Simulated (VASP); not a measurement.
AlFe3: single point with r2SCAN

AlFe3:

```xyz
4
Lattice="0.0000 2.8901 2.8901 2.8901 0.0000 2.8901 2.8901 2.8901 0.0000" Properties=species:S:1:pos:R:3 pbc="T T T"
Al    0.0000    0.0000    0.0000
Fe    2.8901    2.8901    2.8901
Fe    1.4451    1.4451    1.4451
Fe    4.3352    4.3352    4.3352
```

* Program: VASP 6.6.1
* Task: single point
* Functional: r2SCAN
* Potentials or basis: VASP PAW PBE potentials, release 64 (Al, Fe)
* Cutoff: 520 eV
* k mesh: 12 × 12 × 12
* Occupations: gaussian, width 0.05 eV
* Spin: collinear spin, ferrimagnetic start
* Starting moments: [0.0, 2.5, -2.5, -2.5] μB

```json
{"Pressure": "1.4 GPa", "Net moment": "-1.89 μB per cell", "Site moments": "Al +0.07; Fe +2.58, -2.38 (each value once) μB", "Valence electrons inside the program's atomic spheres": "Al 0.88; Fe 7.17, 7.26 (each value once)"}
```

Levels at points of the mesh, in eV from the Fermi level:
Spin up:
```tsv
k point	band 9	band 10	band 11	band 12	band 13	band 14	band 15	band 16	band 17	band 18
(0.00, 0.00, 0.00)	-2.84	-0.72	-0.72	0.93	0.93	0.93	1.49	1.49	5.29	5.29
(0.50, 0.00, 0.00)	-1.47	-0.72	-0.72	-0.32	-0.17	-0.17	0.56	0.56	0.71	4.97
(0.50, 0.50, 0.00)	-1.95	-1.95	-1.27	-0.20	-0.07	-0.07	0.71	0.71	0.98	1.44
```
Spin down:
| k point | band 12 | band 13 | band 14 | band 15 | band 16 | band 17 |
| --- | --- | --- | --- | --- | --- | --- |
| (0.00, 0.00, 0.00) | -1.33 | -1.33 | -1.33 | 1.41 | 1.41 | 5.45 |
| (0.50, 0.00, 0.00) | -2.77 | -0.51 | -0.51 | 0.21 | 1.04 | 1.04 |
| (0.50, 0.50, 0.00) | -1.50 | -1.50 | -0.94 | -0.82 | 0.03 | 0.03 |

Run time: 8.3 min on 1 thread of Intel(R) Xeon(R) 6975P-C (Granite Rapids) (shared host), peak memory 0.29 GiB.

Caveat: the PAW data sets were made with another functional, which shifts forces and pressure a little.
